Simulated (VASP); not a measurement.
# Al3Ga5P8 (P1) in VASP: further runs, part 2 of 2

VASP 6.6.1. The steps go on from the part before.

**3. Single point, PBEsol**

Input file INCAR:

```
PREC = Accurate
ENCUT = 500
EDIFF = 1E-6
ISMEAR = -1
SIGMA = 0.05
LREAL = Auto
LASPH = True
NELM = 120
ALGO = Normal
ISIF = 2
LWAVE = False
LCHARG = True
GGA = PS
LELF = True
LVHAR = True
ISYM = -1
NBANDS = 396
GGA_COMPAT = False
KPAR = 1
```

Input file KPOINTS:

```
explicit points
1
Reciprocal
  0.25000000   0.25000000   0.25000000 1
```

Input file POSCAR:

```
Al3Ga5P8
1.0
   11.5211832765     -0.0000000005      0.0000000000
   -0.0000009996     13.3186895701      0.0000000000
    0.0000000000      0.0000000000     12.6620830606
Ga Al P
30 18 48
Direct
    0.9998260000      0.1665510000      0.0006000000
    0.3326470000      0.1666240000      0.5006400000
    0.1669850000      0.4168470000      0.5004350000
    0.0005340000      0.6666380000      0.5002510000
    0.6667540000      0.1670090000      0.0003570000
    0.5000930000      0.4167780000      0.0004910000
    0.3331500000      0.6669050000      0.0001610000
    0.3327760000      0.6668220000      0.5007270000
    0.1662450000      0.9167860000      0.0002640000
    0.1667510000      0.9164000000      0.5006560000
    0.8334080000      0.4161520000      0.0010980000
    0.8338140000      0.4171970000      0.4994230000
    0.6667740000      0.6662100000      0.5001850000
    0.5002360000      0.9167440000      0.9998500000
    0.8335180000      0.9174870000      0.0005140000
    0.1659860000      0.0836950000      0.2505620000
    0.1662980000      0.0831850000      0.7506390000
    0.0000290000      0.3338820000      0.2505740000
    0.4994610000      0.0835880000      0.7504780000
    0.3324340000      0.3335100000      0.2503180000
    0.3326980000      0.3332540000      0.7502700000
    0.1662370000      0.5834630000      0.2508430000
    0.1668820000      0.5839150000      0.7499170000
    0.0001500000      0.8338000000      0.2504980000
    0.0003740000      0.8339170000      0.7504980000
    0.8335960000      0.0838990000      0.2497570000
    0.8333760000      0.0834540000      0.7510560000
    0.6669520000      0.3337320000      0.2497990000
    0.3325520000      0.8338330000      0.7508520000
    0.8339810000      0.5835380000      0.2505410000
    0.0001870000      0.1666940000      0.4999440000
    0.3332570000      0.1667560000      0.9999330000
    0.1667340000      0.4169160000      0.9998870000
    0.0000660000      0.6668030000      0.0000350000
    0.6667270000      0.1668120000      0.4998480000
    0.4997550000      0.4165780000      0.4998350000
    0.6668570000      0.6665130000      0.0002100000
    0.4996270000      0.9166160000      0.5001660000
    0.8336350000      0.9166320000      0.5001250000
    0.9997660000      0.3333760000      0.7499050000
    0.4994510000      0.0840980000      0.2499160000
    0.6664570000      0.3333910000      0.7499870000
    0.4997130000      0.5832870000      0.2499170000
    0.4993990000      0.5833320000      0.7498710000
    0.3326320000      0.8334480000      0.2497910000
    0.8336990000      0.5834940000      0.7496890000
    0.6666610000      0.8334490000      0.2497060000
    0.6664130000      0.8340020000      0.7500760000
    0.0000590000      0.1674150000      0.1874740000
    0.0000720000      0.1664000000      0.6873670000
    0.3323410000      0.1672370000      0.1872240000
    0.3327730000      0.1667390000      0.6875410000
    0.1665040000      0.4172740000      0.1873930000
    0.1668530000      0.4171670000      0.6871930000
    0.0003020000      0.6671530000      0.1875880000
    0.0006010000      0.6674880000      0.6870690000
    0.6670280000      0.1671960000      0.1871080000
    0.6667480000      0.1663040000      0.6873910000
    0.4996950000      0.4161760000      0.1872530000
    0.4992400000      0.4162930000      0.6870930000
    0.3325600000      0.6665100000      0.1869850000
    0.3329580000      0.6675630000      0.6874000000
    0.1660460000      0.9173990000      0.1870760000
    0.1667150000      0.9170550000      0.6874780000
    0.8337750000      0.4171410000      0.1877860000
    0.8333590000      0.4168750000      0.6862990000
    0.6672800000      0.6663570000      0.1872910000
    0.6666270000      0.6669950000      0.6869730000
    0.4997510000      0.9171320000      0.1866840000
    0.4991230000      0.9171350000      0.6874760000
    0.8338610000      0.9172790000      0.1872830000
    0.8339010000      0.9172120000      0.6875310000
    0.1667430000      0.0827780000      0.4373690000
    0.1661100000      0.0831050000      0.9374240000
    0.0003120000      0.3337700000      0.4373110000
    0.9995490000      0.3329690000      0.9373820000
    0.4992850000      0.0836460000      0.4372350000
    0.5002310000      0.0832290000      0.9373130000
    0.3325990000      0.3328910000      0.4371030000
    0.3336380000      0.3334630000      0.9370830000
    0.1666890000      0.5831070000      0.4376140000
    0.1668410000      0.5837340000      0.9367480000
    0.0004150000      0.8330970000      0.4373390000
    0.9995430000      0.8338060000      0.9372780000
    0.8333480000      0.0832850000      0.4365930000
    0.8330640000      0.0837190000      0.9378170000
    0.6671060000      0.3337490000      0.4366920000
    0.6665720000      0.3334960000      0.9375380000
    0.4993270000      0.5835940000      0.4373710000
    0.4995070000      0.5834000000      0.9372440000
    0.3327260000      0.8329710000      0.4372820000
    0.3329380000      0.8335540000      0.9375940000
    0.8335420000      0.5836100000      0.4372930000
    0.8333540000      0.5824940000      0.9371160000
    0.6667050000      0.8328010000      0.4371280000
    0.6669190000      0.8335450000      0.9374560000
```

Potentials or basis: VASP PAW PBE potentials, release 64 (Ga_d, Al, P).

Launch:

```console
$ cat potpaw_PBE.64/Ga_d/POTCAR potpaw_PBE.64/Al/POTCAR potpaw_PBE.64/P/POTCAR > POTCAR
$ mpirun -np 4 vasp_std > vasp.out
```

OUTCAR:

```text
PREC = Accurate
   ENCUT = 500
   EDIFF = 1E-6
   ISMEAR = -1
   LREAL = Auto
   LASPH = True
   NELM = 120
   ISIF = 2
   GGA = PS
   ISYM = -1

 ion  position               nearest neighbor table
   1  1.000  0.167  0.001-  86 2.35  74 2.35  76 2.36  49 2.37
   2  0.333  0.167  0.501-  73 2.35  79 2.36  77 2.36  52 2.37
   3  0.167  0.417  0.500-  79 2.35  81 2.35  75 2.36  54 2.36
   4  0.001  0.667  0.500-  81 2.35  83 2.36  93 2.36  56 2.37
[... 755 lines left out ...]
  Total       -0.4537768     -0.1956257     -0.0227613      1.0648005     -0.1201683      0.6776731
  in kB       -0.3741874     -0.1613143     -0.0187691      0.8780416     -0.0990916      0.5588137
  external PRESSURE =      -0.1847569 kB  Pullay stress =       0.0000000 kB

 VOLUME and BASIS-vectors are now :
 -----------------------------------------------------------------------------
  energy-cutoff  :      500.00
  volume of cell :     1942.96
      direct lattice vectors                 reciprocal lattice vectors
    11.521183277 -0.000000001  0.000000000     0.086796640  0.000000007  0.000000000
    -0.000001000 13.318689570  0.000000000     0.000000000  0.075082462  0.000000000
     0.000000000  0.000000000 12.662083061     0.000000000  0.000000000  0.078975947

 POSITION                                       TOTAL-FORCE (eV/Angst)
 -----------------------------------------------------------------------------------
     11.51918      2.21824      0.00760         0.002707     -0.000639      0.009169
      3.83249      2.21921      6.33915         0.004235      0.000576     -0.004477
      1.92386      5.55186      6.33655        -0.001293      0.010644     -0.009561
      0.00615      8.87874      6.33422         0.009070      0.019117     -0.003075
      7.68179      2.22434      0.00452         0.003499      0.000507      0.000725
      5.76166      5.55094      0.00622         0.009280     -0.005063      0.003025
[... 88 lines left out ...]
      7.68123     11.09182      5.53495        -0.006731     -0.007681     -0.000827
      7.68370     11.10173     11.87015         0.000587      0.010645      0.002972
 -----------------------------------------------------------------------------------
    total drift:                                0.006671     -0.006277      0.055295

  FREE ENERGIE OF THE ION-ELECTRON SYSTEM (eV)
  ---------------------------------------------------
  free  energy   TOTEN  =      -494.9310299658 eV

  energy  without entropy=     -494.9310298826  energy(sigma->0) =     -494.93102992
```

stdout:

```text
POSCAR found type information on POSCAR GaAlP
 POSCAR found :  3 types and      96 ions
 scaLAPACK will be used
 -----------------------------------------------------------------------------
|                                                                             |
|                                                                             |
|     You enforced a specific xc type in the INCAR file but a different       |
|     I HOPE YOU KNOW WHAT YOU ARE DOING!                                     |
|                                                                             |
 -----------------------------------------------------------------------------

 LDA part: xc-table for (Slater+PW92), standard interpolation
 POSCAR, INCAR and KPOINTS ok, starting setup
 FFT: planning ... GRIDC
 FFT: planning ... GRID_SOFT
 FFT: planning ... GRID
 WAVECAR not read
 entering main loop
```

Run time: 11 min. Hardware: 4 MPI ranks of Intel Xeon Platinum 8259CL at 2.50GHz (Skylake/Cascade Lake), shared host; peak memory 0.65 GiB.

What came out:

- Free energy: -494.9310 eV
- Pressure: 0.0 GPa
- Largest force: 0.021 eV/Å
- Band gap on the k mesh: 1.78 eV

Forces in eV/Å, atoms in the order of the input:
```
Ga   0.003 -0.001  0.009
Ga   0.004  0.001 -0.004
Ga  -0.001  0.011 -0.010
Ga   0.009  0.019 -0.003
Ga   0.003  0.001  0.001
Ga   0.009 -0.005  0.003
Ga   0.001  0.000  0.001
Ga   0.004  0.010  0.002
Ga   0.003  0.005  0.009
Ga   0.000 -0.002 -0.004
Ga  -0.006  0.002 -0.001
Ga   0.006 -0.005 -0.001
Ga  -0.004  0.013 -0.006
Ga  -0.001  0.006 -0.009
Ga   0.006  0.003  0.005
Ga  -0.004 -0.009  0.000
Ga  -0.004 -0.005  0.002
Ga   0.002 -0.010  0.000
Ga   0.002 -0.006  0.001
Ga  -0.004 -0.005  0.011
Ga  -0.002  0.002  0.000
Ga  -0.014  0.002  0.011
Ga  -0.006  0.006 -0.006
Ga  -0.006 -0.004  0.006
Ga  -0.005  0.006 -0.002
Ga   0.000 -0.003 -0.002
Ga  -0.009 -0.004  0.006
Ga  -0.006 -0.005  0.010
Ga   0.005  0.000 -0.007
Ga  -0.004  0.001  0.011
Al  -0.003 -0.012  0.005
Al   0.006 -0.005  0.002
Al   0.003  0.008  0.003
Al  -0.007  0.000  0.002
Al   0.004  0.005  0.002
Al   0.008  0.015 -0.003
Al   0.005  0.001 -0.012
Al   0.005  0.006  0.000
Al   0.004  0.000 -0.003
Al  -0.001 -0.006  0.004
Al  -0.008 -0.010  0.005
Al  -0.008 -0.008 -0.001
Al  -0.002 -0.007  0.005
Al   0.005 -0.008 -0.004
Al  -0.008  0.005  0.000
Al  -0.015  0.000  0.002
Al   0.002  0.001  0.006
Al  -0.005  0.003  0.003
P    0.000 -0.004  0.002
P    0.003  0.003  0.001
P   -0.001  0.005  0.000
P    0.008  0.005  0.001
P    0.008 -0.003  0.007
P    0.007  0.006  0.001
P    0.005 -0.005  0.002
P    0.012 -0.006 -0.001
P    0.014  0.007 -0.008
P    0.006 -0.006  0.007
P   -0.001 -0.011 -0.001
P   -0.003 -0.008  0.004
P   -0.001  0.000 -0.010
P   -0.004 -0.001 -0.005
P   -0.002  0.005  0.001
P    0.002 -0.001  0.008
P   -0.007  0.002 -0.009
P   -0.002 -0.007 -0.010
P    0.013  0.000  0.007
P   -0.003  0.002 -0.016
P    0.004 -0.001 -0.005
P   -0.009  0.008  0.010
P    0.008  0.006 -0.004
P    0.005  0.006  0.003
P   -0.002 -0.001 -0.006
P   -0.005 -0.007 -0.019
P   -0.002  0.015 -0.005
P   -0.005  0.001  0.001
P   -0.007  0.007  0.002
P    0.004 -0.009 -0.008
P   -0.004 -0.006  0.006
P    0.005 -0.001 -0.019
P    0.001 -0.003  0.003
P    0.004  0.010 -0.006
P    0.004 -0.009  0.001
P   -0.001 -0.006 -0.003
P    0.003  0.002 -0.014
P    0.002 -0.003 -0.003
P    0.001 -0.002 -0.005
P   -0.006  0.002  0.014
P    0.000  0.009  0.001
P   -0.009 -0.003  0.015
P   -0.011 -0.002  0.000
P   -0.001 -0.001  0.002
P   -0.002 -0.002  0.009
P    0.010 -0.004  0.001
P   -0.007 -0.008 -0.001
P    0.001  0.011  0.003
```

Stress tensor (GPa, compression positive):
```
-0.04  0.09  0.06
 0.09 -0.02 -0.01
 0.06 -0.01  0.00
```

Levels at points of the mesh, in eV from the valence-band top:
```csv
k point,band 339,band 340,band 341,band 342,band 343,band 344,band 345,band 346
"(0.25, 0.25, 0.25)",-0.45,-0.38,-0.20,0.00,1.78,1.85,2.01,2.09
```

Caveat: the PAW data sets were made with another functional, which shifts forces and pressure a little; a shifted mesh leaves out Γ, where band edges can lie. A k mesh can miss the band edges.
